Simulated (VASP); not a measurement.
# TaSiO4 (P6/mmm) in VASP: further runs, part 2 of 3

VASP 6.6.1. Earlier steps stand in the parts before.

**4. Relaxation of cell and atoms, PBE**

The input, INCAR:

```
SYSTEM = TaSiO4
PREC = Accurate ; ENCUT = 600
EDIFF = 1E-6 ; ISMEAR = 0
SIGMA = 0.1 ; LREAL = .False.
LASPH = .True. ; NELM = 100
ALGO = Normal ; ISIF = 3
LWAVE = .False. ; LCHARG = .False.
GGA = PE ; IBRION = 2
NSW = 90 ; EDIFFG = -0.04
```

The input, KPOINTS:

```
regular mesh
0
Gamma
  6 6 4
  0 0 0
```

The input, POSCAR:

```
TaSiO4
1.0
    3.4781902500      0.0000000000      0.0000000000
   -1.7390951200      3.0122011200      0.0000000000
    0.0000000000      0.0000000000      6.3193572100
Ta Si O
1 1 4
Direct
    0.0000000000      0.0000000000      0.5000000000
    0.0000000000      0.0000000000      0.0000000000
    0.0000000000      0.0000000000      0.8046376100
    0.0000000000      0.0000000000      0.1953623900
    0.3333333300      0.6666666700      0.5000000000
    0.6666666700      0.3333333300      0.5000000000
```

Potentials or basis: VASP PAW PBE potentials, release 64 (Ta_pv, Si, O).

On the command line:

```
cat potpaw_PBE.64/Ta_pv/POTCAR potpaw_PBE.64/Si/POTCAR potpaw_PBE.64/O/POTCAR > POTCAR
mpirun -np 1 vasp_std > vasp.out
```

OUTCAR:

```text
SYSTEM = TaSiO4
   PREC = Accurate
   ENCUT = 600
   EDIFF = 1E-6
   ISMEAR = 0
   LREAL = .False.
   LASPH = .True.
   NELM = 100
   ISIF = 3
   GGA = PE
   IBRION = 2
   NSW = 90
   EDIFFG = -0.04

 ion  position               nearest neighbor table
   1  0.000  0.000  0.500-   3 1.93   4 1.93   5 2.01   6 2.01   6 2.01   5 2.01   6 2.01   5 2.01
                             2 3.16   2 3.16
   2  0.000  0.000  0.000-   3 1.23   4 1.23   1 3.16   1 3.16
   3  0.000  0.000  0.805-   2 1.23   1 1.93
   4  0.000  0.000  0.195-   2 1.23   1 1.93
   5  0.333  0.667  0.500-   1 2.01   1 2.01   1 2.01
   6  0.667  0.333  0.500-   1 2.01   1 2.01   1 2.01

 -----------------------------------------------------------------------------
|                                                                             |
|           W    W    AA    RRRRR   N    N  II  N    N   GGGG   !!!           |
|           W    W   A  A   R    R  NN   N  II  NN   N  G    G  !!!           |
|           W    W  A    A  R    R  N N  N  II  N N  N  G       !!!           |
|           W WW W  AAAAAA  RRRRR   N  N N  II  N  N N  G  GGG   !            |
|           WW  WW  A    A  R   R   N   NN  II  N   NN  G    G                |
|           W    W  A    A  R    R  N    N  II  N    N   GGGG   !!!           |
|                                                                             |
|     The distance between some ions is very small. Please check the          |
|     nearest-neighbor list in the OUTCAR file.                               |
|     I HOPE YOU KNOW WHAT YOU ARE DOING!                                     |
|                                                                             |
 -----------------------------------------------------------------------------

  LATTYP: Found a hexagonal cell.
 ALAT       =     3.4781902500
 C/A-ratio  =     1.8168520857

  Lattice vectors:

 A1 = (   3.4781902500,   0.0000000000,   0.0000000000)
 A2 = (  -1.7390951200,   3.0122011200,   0.0000000000)
 A3 = (   0.0000000000,   0.0000000000,   6.3193572100)

Analysis of symmetry for initial positions (statically):
=====================================================================
 Subroutine PRICEL returns:
 Original cell was already a primitive cell.

 Routine SETGRP: Setting up the symmetry group for a
 hexagonal supercell.

 Subroutine GETGRP returns: Found 24 space group operations
 (whereof 24 operations were pure point group operations)
 out of a pool of 24 trial point group operations.

The static configuration has the point symmetry D_6h.

Analysis of symmetry for dynamics (positions and initial velocities):
=====================================================================
 Subroutine PRICEL returns:
 Original cell was already a primitive cell.

 Routine SETGRP: Setting up the symmetry group for a
 hexagonal supercell.

 Subroutine GETGRP returns: Found 24 space group operations
 (whereof 24 operations were pure point group operations)
 out of a pool of 24 trial point group operations.

The dynamic configuration has the point symmetry D_6h.

 Subroutine INISYM returns: Found 24 space group operations
 (whereof 24 operations are pure point group operations),
 and found     1 'primitive' translations

----------------------------------------------------------------------------------------

                                     Primitive cell

  volume of cell :      66.2080

  direct lattice vectors                    reciprocal lattice vectors
     3.478190250  0.000000000  0.000000000     0.287505837  0.165991572  0.000000000
[... 52 lines left out ...]
  0.166667 -0.000000  0.000000      6.000000
  0.333333  0.000000  0.000000      6.000000
  0.500000 -0.000000  0.000000      3.000000
  0.166667  0.166667  0.000000      6.000000
  0.333333  0.166667  0.000000     12.000000
[... 13 lines left out ...]
  0.333333  0.166667  0.500000     12.000000
  0.333333  0.333333  0.500000      2.000000
   k-points           NKPTS =     21   k-points in BZ     NKDIM =     21   number of bands    NBANDS=     23
   number of dos      NEDOS =    301   number of ions     NIONS =      6
   total plane-waves  NPLWV =  39200
   dimension x,y,z NGX =    28 NGY =   28 NGZ =   50
   dimension x,y,z NGXF=    56 NGYF=   56 NGZF=  100
   ions per type =               1   1   4
   NGX,Y,Z   is equivalent  to a cutoff of  13.38, 13.38, 13.15 a.u.
   NGXF,Y,Z  is equivalent  to a cutoff of  26.77, 26.77, 26.31 a.u.
 SYSTEM =  TaSiO4
   PREC   = accura    normal or accurate (medium, high low for compatibility)
   ISTART =      0    job   : 0-new  1-cont  2-samecut
   ICHARG =      2    charge: 1-file 2-atom 10-const
   ISPIN  =      1    spin polarized calculation?
   LNONCOLLINEAR =      F non collinear calculations
   LSORBIT =      F    spin-orbit coupling
   LASPH  =      T    aspherical Exc in radial PAW
   ENCUT  =  600.0 eV  44.10 Ry    6.64 a.u.   6.95  6.95 12.62*2*pi/ulx,y,z
   NELM   =    100;   NELMIN=  2; NELMDL= -5     # of ELM steps
   EDIFF  = 0.1E-05   stopping-criterion for ELM
   LREAL  =      F    real-space projection
   EDIFFG = -.4E-01   stopping-criterion for IOM
   NSW    =     90    number of steps for IOM
   IBRION =      2    ionic relax: 0-MD 1-quasi-New 2-CG
   NFREE  =      1    steps in history (QN), initial steepest desc. (CG)
   ISIF   =      3    stress and relaxation
   ISYM   =      2    0-nonsym 1-usesym 2-fastsym
   POTIM  = 0.5000    time-step for ionic-motion
   TEBEG  =    0.0;   TEEND  =   0.0 temperature during run
   PSTRESS=    0.0 pullay stress
   NELECT =      39.0000    total number of electrons
   NUPDOWN=      -1.0000    fix difference up-down
   EMIN   =  10.00;   EMAX   =-10.00  energy-range for DOS
   EFERMI =   0.00;   METHOD = LEGACY
   ISMEAR =     0;   SIGMA  =   0.10  broadening in eV -4-tet -1-fermi 0-gaus
   EFERMI_NEDOS =   21; number of points for ismear=-14 and -15
   IALGO  =     38    algorithm
   IMIX   =      4    mixing-type and parameters
     AMIX     =   0.40;   BMIX     =  1.00
     AMIX_MAG =   1.60;   BMIX_MAG =  1.00
  volume/ion in A,a.u.               =      11.03        74.47
  Fermi-wavevector in a.u.,A,eV,Ry     =   1.372333  2.593334 25.623838  1.883299
  Thomas-Fermi vector in A             =   2.497950
   LORBIT       =      0    0 simple, 1 ext, 2 COOP (PROOUT), +10 PAW based schemes
   GGA     = PE    functional components
   LHFCALC =     F    Hartree Fock is set to
   AEXX    =    0.0000 exact exchange contribution
   IVDW    =     0    specifies the selected vdW correction
   LEPSILON=     F    determine dielectric tensor
   LRPA    =     F    only Hartree local field effects (RPA)
 conjugate gradient relaxation of ions
 non-spin polarized calculation
 Gauss-broadening in eV      SIGMA  =   0.10
  energy-cutoff  :      600.00
  volume of cell :       66.21
 maximum number of plane-waves:      2228
 NGX is ok and might be reduce to    28
   NGX = 13   NGY = 13   NGZ = 25

--------------------------------------- Ionic step        1  -------------------------------------------

 number of electron      39.0000003 magnetization

 Free energy of the ion-electron system (eV)
  ---------------------------------------------------
  ext. energy  EPLUGINS =         0.00000000
  ---------------------------------------------------
  free energy    TOTEN  =       -37.32174401 eV

  energy without entropy =      -37.31558442  energy(sigma->0) =      -37.31866421

------------------------ aborting loop because EDIFF is reached ----------------------------------------

  FORCE on cell =-STRESS in cart. coord.  units (eV):
  Direction    XX          YY          ZZ          XY          YZ          ZX
  --------------------------------------------------------------------------------------
  -------------------------------------------------------------------------------------
  Total       15.8989651     15.8989652    106.9576073      0.0000000     -0.0000000      0.0000000
  in kB      384.7416785    384.7416796   2588.2847716      0.0000006     -0.0000000      0.0000000
  external PRESSURE =    1119.2560432 kB  Pullay stress =       0.0000000 kB
[... 1763 lines left out ...]
     22       3.9029      0.00000
     23       7.9738      0.00000

[... ionic steps 4 to 30 ...]

--------------------------------------- Ionic step       31  -------------------------------------------

 number of electron      38.9999991 magnetization

------------------------ aborting loop because EDIFF is reached ----------------------------------------
[... 75 lines left out ...]
--------------------------------------- Ionic step       33  -------------------------------------------

 number of electron      38.9999991 magnetization

 Free energy of the ion-electron system (eV)
  ---------------------------------------------------
  ext. energy  EPLUGINS =         0.00000000
  ---------------------------------------------------
  free energy    TOTEN  =       -47.69534896 eV

  energy without entropy =      -47.68771932  energy(sigma->0) =      -47.69153414

 E-fermi :   2.7245     XC(G=0):  -9.7429

 val. band max:        2.6764582566   @ k =   0.3333   0.1667   0.0000
 cond. band min:       2.7586803647   @ k =   0.5000  -0.0000   0.0000
 fundamental gap:      0.0822221081
 Fermi energy:         2.7244698742
[... 577 lines left out ...]
  FREE ENERGIE OF THE ION-ELECTRON SYSTEM (eV)
  ---------------------------------------------------
  free  energy   TOTEN  =       -47.6953489584 eV

  energy  without entropy=      -47.6877193155  energy(sigma->0) =      -47.69153414

 reached required accuracy - stopping structural energy minimisation
```

Run time: 7.5 min. Hardware: 1 thread of AMD EPYC 9R45 (Zen 5), shared host; peak memory 0.2 GiB.

What came out:

| Item | Value |
| --- | --- |
| Free energy | -47.6953 eV |
| Relaxed volume | 14.09 Å³/atom |
| Relaxed cell | a = 3.667 Å, b = 3.667 Å, c = 7.261 Å, α = 90.00°, β = 90.00°, γ = 120.00° |
| Space group after relaxing (to 0.05 Å) | P6/mmm (No. 191) |
| Energy gained by relaxing | 1728.9 meV/atom |
| Ionic steps | 33 |
| Pressure after relaxing | 0.1 GPa |
| Largest force after relaxing | 0.006 eV/Å |

Forces in eV/Å, atoms in the order of the input:
```
Ta   0.000  0.000  0.000
Si   0.000  0.000  0.000
O    0.000  0.000 -0.006
O    0.000  0.000  0.006
O    0.000  0.000  0.000
O    0.000  0.000  0.000
```

Stress tensor (GPa, compression positive):
```
-0.02  0.00  0.00
 0.00 -0.02  0.00
 0.00  0.00  0.24
```

Step by step:
```csv
step,energy change (eV),largest force (eV/Å),pressure (GPa),volume (Å³)
1,0.0000,32.2003,111.93,66.21
2,580.9495,1279.4866,565.45,156.64
3,41.8871,115.6116,241.57,71.60
4,39.1296,107.9311,239.68,69.68
5,36.9915,101.6921,239.49,67.93
6,36.0414,98.8146,239.99,67.07
7,35.5956,97.4500,240.27,66.64
8,35.3799,96.7849,240.58,66.42
9,35.2738,96.4591,240.74,66.32
10,35.2212,96.2983,240.81,66.26
11,35.1950,96.2178,240.84,66.23
12,35.1819,96.1776,240.88,66.22
13,35.1754,96.1584,240.88,66.21
14,35.1721,96.1486,240.88,66.21
15,35.1705,96.1433,240.93,66.21
16,35.1696,96.1413,240.90,66.21
17,35.1692,96.1399,240.90,66.21
18,35.1690,96.1390,240.88,66.21
19,35.1689,96.1388,240.88,66.21
20,-9.3292,2.1724,-1.58,84.18
21,-9.1118,4.6530,9.63,79.80
22,-9.3928,2.6644,1.07,82.72
23,-9.3828,2.9744,2.55,82.06
24,-9.7589,2.7052,1.79,82.38
25,-10.3477,0.7978,2.41,83.19
26,-10.3527,0.3753,2.86,83.28
27,-10.3532,0.4719,2.75,83.26
28,-10.3652,0.3175,1.63,83.78
29,-10.3731,0.0443,-0.51,84.85
30,-10.3733,0.0723,-0.28,84.73
31,-10.3733,0.0796,-0.22,84.70
32,-10.3735,0.0425,-0.09,84.64
33,-10.3736,0.0062,0.07,84.57
```

Final structure:
```yaml
crystal:
  lattice:
    - [3.66734, 0.00000, 0.00000]
    - [-1.83367, 3.17601, 0.00000]
    - [0.00000, 0.00000, 7.26051]
  atoms:
    - { symbol: Ta, position: [0.00000, 0.00000, 0.50000] }
    - { symbol: Si, position: [0.00000, 0.00000, 0.00000] }
    - { symbol: O, position: [0.00000, 0.00000, 0.78329] }
    - { symbol: O, position: [0.00000, 0.00000, 0.21671] }
    - { symbol: O, position: [0.33333, 0.66667, 0.50000] }
    - { symbol: O, position: [0.66667, 0.33333, 0.50000] }
```

Levels at points of the mesh, in eV from the Fermi level:
| k point | band 16 | band 17 | band 18 | band 19 | band 20 | band 21 | band 22 | band 23 |
| --- | --- | --- | --- | --- | --- | --- | --- | --- |
| (0.00, 0.00, 0.00) | -3.32 | -2.31 | -0.30 | 0.04 | 0.04 | 2.60 | 2.60 | 5.31 |
| (0.50, 0.00, 0.00) | -2.51 | -2.21 | -1.57 | -0.68 | 0.03 | 1.05 | 2.29 | 4.18 |
| (0.00, 0.00, 0.50) | -3.54 | -1.35 | -0.30 | 0.06 | 0.06 | 2.21 | 2.21 | 5.45 |
| (0.50, 0.00, 0.50) | -3.26 | -2.21 | -1.61 | -0.66 | 0.75 | 1.06 | 1.73 | 4.81 |

Caveat: the volume moved by over 15 % at a fixed basis, so the end points are rough; spin-orbit coupling is left out, which moves the levels of the heavy elements; an odd number of electrons without spin polarisation forces a metal; a magnetic or distorted state may lie lower.

[end of part 2 of 3]
